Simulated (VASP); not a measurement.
Write the native input for VASP 6.6.1 that does the following.

- Task: single point
- Functional: PBEsol
- Potentials or basis: VASP PAW PBE potentials, release 64 (Hf_pv, C)
- Cutoff: 520 eV
- k mesh: 11 × 11 × 1
- Occupations: fermi-dirac, width 0.08 eV
- Spin: no spin polarisation
- Dipole correction: yes
- Further INCAR settings: ALGO = Normal; EDIFF = 1e-06; NBANDS = 22

The structure of HfC (HfC (100), 2 layers) lies in POSCAR:

```
HfC
1.0
    3.2578741457      0.0000000000      0.0000000000
    0.0000000000      3.2578741457      0.0000000000
    0.0000000000      0.0000000000     13.2257000000
Hf C
2 2
Direct
    0.0000000000      0.0000000000      0.4177985209
    0.5000000000      0.5000000000      0.5822014752
    0.5000000000      0.5000000000      0.4158582805
    0.0000000000      0.0000000000      0.5841417195
```

These files were run (other wordings do the same):

INCAR

```
SYSTEM = HfC
ALGO = Normal ; DIPOL = 0.5 0.5 0.500
EDIFF = 1E-6 ; ENCUT = 520
GGA = PS ; IDIPOL = 3
ISIF = 2 ; ISMEAR = -1
LASPH = .True. ; LCHARG = .False.
LDIPOL = .True. ; LREAL = .False.
LWAVE = .False. ; NBANDS = 22
NELM = 100 ; PREC = Accurate
SIGMA = 0.08
```

KPOINTS

```
k-points
0
Gamma
  11 11 1
  0 0 0
```

Potentials or basis: VASP PAW PBE potentials, release 64 (Hf_pv, C).

The run is started by

```bash
$ cat potpaw_PBE.64/Hf_pv/POTCAR potpaw_PBE.64/C/POTCAR > POTCAR
$ mpirun -np 1 vasp_std > vasp.out
```

It gave:

The largest force is 0.077 eV/Å and the band gap on the k mesh is zero (band 14 reaches 0.53 eV, above the bottom of band 15 at 0.26 eV).

Caveat: the PAW data sets were made with another functional, which shifts forces and pressure a little; spin-orbit coupling is left out, which moves the levels of the heavy elements.

Wall time 57 s on 1 thread of Intel Xeon 6975P-C, with other jobs on the host, peak memory 0.25 GiB.
